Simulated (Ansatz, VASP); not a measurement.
**One calculation of TaTe, two programs**

```
CELL_PARAMETERS angstrom
3.41847 0.00000 0.00000
0.00000 3.41847 0.00000
0.00000 0.00000 3.41847
ATOMIC_POSITIONS crystal
Ta 0.50000 0.50000 0.50000
Te 0.00000 0.00000 0.00000
```

Alike in both runs: task relaxation of cell and atoms; functional PBE; k mesh 16 × 16 × 16; occupations gaussian, width 0.1 eV; no spin polarisation.

|  | VASP | Ansatz |
| --- | --- | --- |
| version | VASP 6.6.1 | Ansatz 0.2.0 |
| potentials or method | VASP PAW PBE potentials, release 64 (Ta_pv, Te), cutoff 600 eV | scalar-relativistic, plane waves, PAW |
| valence electrons in the cell | 17 | 29 |

VASP gave:

* gap on the k mesh at the Fermi level, each at its own relaxed structure (eV): none
* relaxed volume (Å³/atom): 20.01
* relaxed length of the cell vector where the two differ most in proportion (Å): 3.420

Which values does Ansatz return?

gap on the k mesh at the Fermi level, each at its own relaxed structure (eV): none; relaxed volume (Å³/atom): 20.00; relaxed length of the cell vector where the two differ most in proportion (Å): 3.420.

A gap of «none» marks a metal or a gap that the smearing closes. VASP's potentials hold 17 valence electrons a cell and Ansatz's 29, so a difference there can come from the potentials and not from the codes.

Spin-orbit coupling is off throughout.
